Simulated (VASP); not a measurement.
# VO2 (P4_2/mnm) in VASP: notebook

The runs below take VO2 through single point, with PBE.

Program: VASP 6.6.1. These are calculated values, not measurements. Logs are shortened: lines on timing, memory, paths and dates and some standing lists are left out, and cuts for length are marked.

### 1 The cell of the first run

Symmetry: P4_2/mnm, No. 136, tetragonal system. The conventional cell has a = 4.550 Å, b = 4.550 Å, c = 2.740 Å, α = 90.00°, β = 90.00°, γ = 90.00°. Within 2.5 Å of V (site symmetry mmm) lie 6 O at 1.89 to 1.91 Å. Within 2.5 Å of O (site symmetry m2m) lie 3 V at 1.89 to 1.91 Å.

### 2 Single point, PBE (9.46 Å³/atom)

INCAR

```
SYSTEM = VO2
  PREC = Accurate
  ENCUT = 600
  EDIFF = 1E-6
  ISMEAR = 0
  SIGMA = 0.05
  LREAL = .FALSE.
  LASPH = .TRUE.
  NELM = 120
  ALGO = Normal
  ISIF = 2
  LWAVE = .FALSE.
  LCHARG = .TRUE.
  GGA = PE
  LELF = .TRUE.
  LVHAR = .TRUE.
  NBANDS = 34
  GGA_COMPAT = .FALSE.
```

KPOINTS

```
Automatic mesh
0
G
  6 6 10
  0 0 0
```

POSCAR

```
VO2
1.0
    4.5499720459      0.0000000000      0.0000000000
    0.0000000000      4.5499720459      0.0000000000
    0.0000000000      0.0000000000      2.7403041721
V O
2 4
Direct
    0.0000000000      0.0000000000      0.0000000000
    0.5000000000      0.5000000000      0.5000000000
    0.2966374581      0.2966374581      0.0000000000
    0.2033625419      0.7966374581      0.5000000000
    0.7033625419      0.7033625419      0.0000000000
    0.7966374581      0.2033625419      0.5000000000
```

Potentials or basis: VASP PAW PBE potentials, release 64 (V_sv, O).

Command:

```console
$ cat potpaw_PBE.64/V_sv/POTCAR potpaw_PBE.64/O/POTCAR > POTCAR
$ mpirun -np 1 vasp_std > vasp.out
```

OUTCAR:

```text
SYSTEM = VO2
   PREC = Accurate
   ENCUT = 600
   EDIFF = 1E-6
   ISMEAR = 0
   LREAL = .FALSE.
   LASPH = .TRUE.
   NELM = 120
   ISIF = 2
   GGA = PE

 ion  position               nearest neighbor table
   1  0.000  0.000  0.000-   4 1.89   6 1.89   4 1.89   6 1.89   5 1.91   3 1.91
   2  0.500  0.500  0.500-   3 1.89   5 1.89   3 1.89   5 1.89   4 1.91   6 1.91
   3  0.297  0.297  0.000-   2 1.89   2 1.89   1 1.91
   4  0.203  0.797  0.500-   1 1.89   1 1.89   2 1.91
   5  0.703  0.703  0.000-   2 1.89   2 1.89   1 1.91
   6  0.797  0.203  0.500-   1 1.89   1 1.89   2 1.91

  LATTYP: Found a simple tetragonal cell.
 ALAT       =     4.5499720459
 C/A-ratio  =     0.6022683534

  Lattice vectors:

 A1 = (   4.5499720459,   0.0000000000,   0.0000000000)
 A2 = (   0.0000000000,   4.5499720459,   0.0000000000)
 A3 = (   0.0000000000,   0.0000000000,   2.7403041721)

Analysis of symmetry for initial positions (statically):
=====================================================================
 Subroutine PRICEL returns:
 Original cell was already a primitive cell.

 Routine SETGRP: Setting up the symmetry group for a
 simple tetragonal supercell.

 Subroutine GETGRP returns: Found 16 space group operations
 (whereof  8 operations were pure point group operations)
 out of a pool of 16 trial point group operations.

The static configuration has the point symmetry D_2h.
 The point group associated with its full space group is D_4h.

Analysis of symmetry for dynamics (positions and initial velocities):
=====================================================================
 Subroutine PRICEL returns:
 Original cell was already a primitive cell.

 Routine SETGRP: Setting up the symmetry group for a
 simple tetragonal supercell.

 Subroutine GETGRP returns: Found 16 space group operations
 (whereof  8 operations were pure point group operations)
 out of a pool of 16 trial point group operations.

The dynamic configuration has the point symmetry D_2h.
 The point group associated with its full space group is D_4h.

 Subroutine INISYM returns: Found 16 space group operations
 (whereof  8 operations are pure point group operations),
 and found     1 'primitive' translations

----------------------------------------------------------------------------------------

[... 99 lines left out ...]
   NELM   =    120;   NELMIN=  2; NELMDL= -5     # of ELM steps
   EDIFF  = 0.1E-05   stopping-criterion for ELM
   LREAL  =      F    real-space projection
   EDIFFG = 0.1E-04   stopping-criterion for IOM
   NSW    =      0    number of steps for IOM
   IBRION =     -1    ionic relax: 0-MD 1-quasi-New 2-CG
   NFREE  =      0    steps in history (QN), initial steepest desc. (CG)
   ISIF   =      2    stress and relaxation
   ISYM   =      2    0-nonsym 1-usesym 2-fastsym
   POTIM  = 0.5000    time-step for ionic-motion
   TEBEG  =    0.0;   TEEND  =   0.0 temperature during run
   PSTRESS=    0.0 pullay stress
   NELECT =      50.0000    total number of electrons
   NUPDOWN=      -1.0000    fix difference up-down
   EMIN   =  10.00;   EMAX   =-10.00  energy-range for DOS
   EFERMI =   0.00;   METHOD = LEGACY
   ISMEAR =     0;   SIGMA  =   0.05  broadening in eV -4-tet -1-fermi 0-gaus
   EFERMI_NEDOS =   21; number of points for ismear=-14 and -15
   IALGO  =     38    algorithm
   IMIX   =      4    mixing-type and parameters
     AMIX     =   0.40;   BMIX     =  1.00
     AMIX_MAG =   1.60;   BMIX_MAG =  1.00
  volume/ion in A,a.u.               =       9.46        63.81
  Fermi-wavevector in a.u.,A,eV,Ry     =   1.569614  2.966140 33.520495  2.463687
  Thomas-Fermi vector in A             =   2.671470
   LORBIT       =      0    0 simple, 1 ext, 2 COOP (PROOUT), +10 PAW based schemes
   GGA     = PE    functional components
   LHFCALC =     F    Hartree Fock is set to
   AEXX    =    0.0000 exact exchange contribution
   IVDW    =     0    specifies the selected vdW correction
   LEPSILON=     F    determine dielectric tensor
   LRPA    =     F    only Hartree local field effects (RPA)
 non-spin polarized calculation
 Gauss-broadening in eV      SIGMA  =   0.05
  energy-cutoff  :      600.00
  volume of cell :       56.73
 maximum number of plane-waves:      1914
   NGX = 19   NGY = 19   NGZ = 11

 number of electron      49.9999981 magnetization

 Free energy of the ion-electron system (eV)
  ---------------------------------------------------
  ext. energy  EPLUGINS =         0.00000000
  ---------------------------------------------------
  free energy    TOTEN  =       -51.70703943 eV

  energy without entropy =      -51.69899380  energy(sigma->0) =      -51.70301661

 E-fermi :   6.9560     XC(G=0): -12.0052

 val. band max:        6.9555753537   @ k =   0.5000   0.0000   0.3000
 cond. band min:       6.9611418335   @ k =   0.3333   0.3333   0.2000
 fundamental gap:      0.0055664798
 Fermi energy:         6.9560220081

 k-point     1 :       0.0000    0.0000    0.0000
  band No.  band energies     occupation
      1     -58.7817      2.00000
      2     -58.7707      2.00000
      3     -32.6788      2.00000
      4     -32.6788      2.00000
      5     -32.5699      2.00000
      6     -32.5490      2.00000
[... 877 lines left out ...]
     33      11.4007      0.00000
     34      11.4007      0.00000

 [... further k-points ...]

------------------------ aborting loop because EDIFF is reached ----------------------------------------

  FORCE on cell =-STRESS in cart. coord.  units (eV):
  Direction    XX          YY          ZZ          XY          YZ          ZX
  --------------------------------------------------------------------------------------
  -------------------------------------------------------------------------------------
  Total        3.9315321      3.9315321      4.0677544     -0.0000000      0.0000000      0.0000000
  in kB      111.0340497    111.0340497    114.8812300     -0.0000000      0.0000000      0.0000000
  external PRESSURE =     112.3164431 kB  Pullay stress =       0.0000000 kB

 VOLUME and BASIS-vectors are now :
 -----------------------------------------------------------------------------
  energy-cutoff  :      600.00
  volume of cell :       56.73
      direct lattice vectors                 reciprocal lattice vectors
     4.549972046  0.000000000  0.000000000     0.219781570  0.000000000  0.000000000
     0.000000000  4.549972046  0.000000000     0.000000000  0.219781570  0.000000000
     0.000000000  0.000000000  2.740304172     0.000000000  0.000000000  0.364922993

 POSITION                                       TOTAL-FORCE (eV/Angst)
 -----------------------------------------------------------------------------------
      0.00000      0.00000      0.00000         0.000000      0.000000      0.000000
      2.27499      2.27499      1.37015         0.000000      0.000000      0.000000
      1.34969      1.34969      0.00000        -0.023149     -0.023149      0.000000
      0.92529      3.62468      1.37015         0.023149     -0.023149      0.000000
      3.20028      3.20028      0.00000         0.023149      0.023149     -0.000000
      3.62468      0.92529      1.37015        -0.023149      0.023149      0.000000
 -----------------------------------------------------------------------------------
    total drift:                                0.000000      0.000000     -0.000000

  FREE ENERGIE OF THE ION-ELECTRON SYSTEM (eV)
  ---------------------------------------------------
  free  energy   TOTEN  =       -51.7070394282 eV

  energy  without entropy=      -51.6989938016  energy(sigma->0) =      -51.70301661
```

OSZICAR:

```text
N       E                     dE             d eps       ncg     rms          rms(c)
DAV:   1     0.685585341229E+03    0.68559E+03   -0.30276E+04  4080   0.181E+03
DAV:   2    -0.662289627032E+01   -0.69221E+03   -0.64878E+03  4390   0.532E+02
DAV:   3    -0.672389835578E+02   -0.60616E+02   -0.59478E+02  4320   0.163E+02
DAV:   4    -0.684401005083E+02   -0.12011E+01   -0.11976E+01  4822   0.229E+01
DAV:   5    -0.684546960702E+02   -0.14596E-01   -0.14584E-01  4634   0.256E+00    0.499E+01
DAV:   6    -0.556540052223E+02    0.12801E+02   -0.72987E+01  5114   0.836E+01    0.233E+01
DAV:   7    -0.539106999192E+02    0.17433E+01   -0.35659E+01  4560   0.692E+01    0.232E+01
DAV:   8    -0.518466777725E+02    0.20640E+01   -0.32104E+00  4176   0.203E+01    0.552E+00
DAV:   9    -0.517080727531E+02    0.13861E+00   -0.40901E-01  4910   0.640E+00    0.126E+00
DAV:  10    -0.517074569395E+02    0.61581E-03   -0.68627E-02  4146   0.231E+00    0.519E-01
DAV:  11    -0.517094418722E+02   -0.19849E-02   -0.26244E-03  4378   0.589E-01    0.616E-01
DAV:  12    -0.517072852681E+02    0.21566E-02   -0.47393E-03  4648   0.954E-01    0.137E-01
DAV:  13    -0.517070369649E+02    0.24830E-03   -0.48175E-04  4140   0.224E-01    0.810E-02
DAV:  14    -0.517070398275E+02   -0.28626E-05   -0.88536E-05  4456   0.711E-02    0.193E-02
DAV:  15    -0.517070394282E+02    0.39936E-06   -0.97174E-06  4086   0.417E-02
   1 F= -.51707039E+02 E0= -.51703017E+02  d E =-.804563E-02
```

Run time: 2.3 min. Hardware: 1 thread of Intel Xeon 8259CL, shared host; peak memory 0.25 GiB.

What came out:

```
Free energy            : -51.7070 eV
Pressure               : 11.2 GPa
Largest force          : 0.033 eV/Å
Band gap on the k mesh : zero (bands 25 and 26 overlap by 1.56 eV)
```

Forces in eV/Å, atoms in the order of the input:
```
V    0.000  0.000  0.000
V    0.000  0.000  0.000
O   -0.023 -0.023  0.000
O    0.023 -0.023  0.000
O    0.023  0.023  0.000
O   -0.023  0.023  0.000
```

Levels at points of the mesh, in eV from the Fermi level:
```
           k point  band 22  band 23  band 24  band 25  band 26  band 27  band 28  band 29
(0.00, 0.00, 0.00)    -2.29    -2.23    -1.77    -0.75    -0.74     0.11     0.12     0.12
(0.50, 0.00, 0.00)    -3.28    -2.53    -2.53    -0.09    -0.09     0.74     0.74     1.39
(0.50, 0.50, 0.00)    -3.19    -2.85    -2.85    -0.80    -0.80     0.14     0.14     1.77
(0.00, 0.00, 0.50)    -4.32    -3.43    -3.43     0.75     0.75     1.21     1.21     1.30
(0.50, 0.00, 0.50)    -4.07    -2.89    -2.89    -0.55    -0.55     1.24     1.24     1.57
(0.50, 0.50, 0.50)    -3.27    -2.52    -2.52     0.42     0.42     0.62     0.62     1.29
```

Caveat: the cell stands under pressure; the run has no spin polarisation, though such a crystal can be magnetic; semilocal functionals often make such compounds metallic where correlation or magnetic order opens a gap, which also shifts bond lengths. With open d or f shells a metallic result of PBE can be an artefact of self-interaction; +U or a hybrid may open a gap.

(Part 1 of 2 ends here.)
